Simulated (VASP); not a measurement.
Here is a VASP 6.6.1 calculation.

POSCAR

```
N
1.0
    7.6766930000      0.0000000000      0.0000000000
    0.0000000000      7.6766930000      0.0000000000
    0.0000000000      0.0000000000      7.6766930000
N
12
Direct
    0.8665772235      0.7284323647      0.0162412691
    0.9023437564      0.5981005228      0.0616342022
    0.2755603995      0.6700952351      0.7816064334
    0.3898957646      0.5850884303      0.7820788318
    0.8671296330      0.7076902135      0.5503299625
    0.8193461700      0.8196149292      0.4762191210
    0.6401689045      0.1369794288      0.1570841336
    0.7507039481      0.1915124478      0.2284404324
    0.7254621570      0.2279092394      0.7332679168
    0.6134019626      0.1885542795      0.6542893800
    0.1971893270      0.1705476128      0.4186209490
    0.2493922538      0.2871313962      0.3551016680
```

Contents of INCAR.step1:

```
ALGO = Normal ; EDIFF = 1E-4
ENCUT = 520 ; GGA = PE
ISMEAR = -1 ; LASPH = T
LCHARG = F ; LREAL = F
LWAVE = T ; NBANDS = 42
NELM = 100 ; PREC = Accurate
SIGMA = 0.05
```

INCAR.step2

```
ALGO = Normal ; EDIFF = 1E-7
ENCUT = 520 ; ISIF = 2
ISMEAR = -1 ; ISTART = 1
IVDW = 12 ; LASPH = T
LCHARG = F ; LMIXTAU = T
LREAL = F ; LWAVE = F
METAGGA = R2SCAN ; NBANDS = 42
NELM = 100 ; PREC = Accurate
SIGMA = 0.05 ; VDW_A1 = 0.49484001
VDW_A2 = 5.73083694 ; VDW_S6 = 1.0
VDW_S8 = 0.78981345
```

KPOINTS

```
k-points
0
Gamma
  1 1 1
```

Potentials or basis: VASP PAW PBE potentials, release 64 (N).

Command:

```console
$ cat potpaw_PBE.64/N/POTCAR > POTCAR
$ cp INCAR.step1 INCAR
$ mpirun -np 1 vasp_gam > vasp.out
$ cp INCAR.step2 INCAR
$ mpirun -np 1 vasp_gam > vasp.out
```

**Question.** What does it give for the pressure?

**Answer.** 1.3 GPa.

**Question.** Predict the largest force.

**Answer.** 2.262 eV/Å.

**Question.** Predict the dispersion energy per atom.

**Answer.** -0.017 eV.

Stress tensor (GPa, compression positive):
```
 1.47 -0.18  0.76
-0.18  1.87 -0.58
 0.76 -0.58  0.66
```

Caveat: the k points lie up to 0.82 Å⁻¹ apart, too coarse for converged energies, forces and pressures; the standard files for N, O and F lose accuracy on very short bonds; the PAW data sets were made with another functional, which shifts forces and pressure a little.
